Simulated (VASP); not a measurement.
A run of VASP 6.6.1:

Contents of INCAR:

```
SYSTEM = GeCl5
ALGO = Fast
EDIFF = 1E-6
ENCUT = 520
GGA = PE
ISIF = 2
ISMEAR = 0
LASPH = .TRUE.
LCHARG = .TRUE.
LELF = .TRUE.
LREAL = .FALSE.
LVHAR = .TRUE.
LWAVE = .FALSE.
NBANDS = 34
NELM = 100
PREC = Accurate
SIGMA = 0.1
```

KPOINTS

```
k-points
0
G
  4 4 2
  0 0 0
```

The input POSCAR:

```
GeCl5
1.0
    4.7090579409      0.0000000000      0.0000000000
    0.0000000000      4.7090579409      0.0000000000
    0.0000000000      0.0000000000      6.9201800682
Ge Cl
1 5
Direct
    0.5000000000      0.5000000000      0.0000000000
    0.0000000000      0.5000000000      0.2058203426
    0.5000000000      0.0000000000      0.2058203426
    0.0000000000      0.5000000000      0.7941796574
    0.5000000000      0.0000000000      0.7941796574
    0.0000000000      0.0000000000      0.5000000000
```

Potentials or basis: VASP PAW PBE potentials, release 64 (Ge_d, Cl).

The run is started by

```sh
$ cat potpaw_PBE.64/Ge_d/POTCAR potpaw_PBE.64/Cl/POTCAR > POTCAR
$ mpirun -np 1 vasp_std > vasp.out
```

Hardware: 1 thread of Oxide Virtual Turin-like Processor, with other jobs on the host.

How long does it take, and how much memory?

Wall time 100 s on 1 thread of Oxide Virtual Turin-like Processor, with other jobs on the host, peak memory 0.23 GiB. Counts: scf iterations 15, k points 12.
